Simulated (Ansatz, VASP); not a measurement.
## WC: VASP beside Ansatz

```
CELL_PARAMETERS angstrom
2.90050 -0.01450 -0.01450
-1.46281 2.51916 -0.00531
-0.01414 -0.01414 2.82900
ATOMIC_POSITIONS crystal
W 0.00000 0.00000 0.00000
C 0.66667 0.33333 0.50000
```

Change from the starting cell: equal xy, yz and zx shear strains of -1 %.

Alike in both runs: task single point; functional PBEsol; k mesh 13 × 13 × 12; occupations fermi-dirac, width 0.05 eV; no spin polarisation.

```csv
,VASP,Ansatz
version,VASP 6.6.1,Ansatz 0.2.0
potentials or method,"VASP PAW PBE potentials, release 64 (W_sv, C), cutoff 520 eV","all-electron LAPW, scalar-relativistic"
```

|  | VASP | Ansatz | Ansatz less VASP |
| --- | --- | --- | --- |
| pressure (GPa) | 0.6 | -0.6 | -1.22 |
| traceless stress, the component that is largest in VASP (GPa) | 3.25 | 3.23 | -0.026 |
| rms of the force components (eV/Å) | 0.038 | 0.036 | -0.0013 |

VASP's potentials were made for PBE, not for PBEsol. Atom by atom the forces differ by 0.001 eV/Å (rms over components). Ansatz ran all-electron here, and VASP with PAW potentials.

Spin-orbit coupling is off throughout.
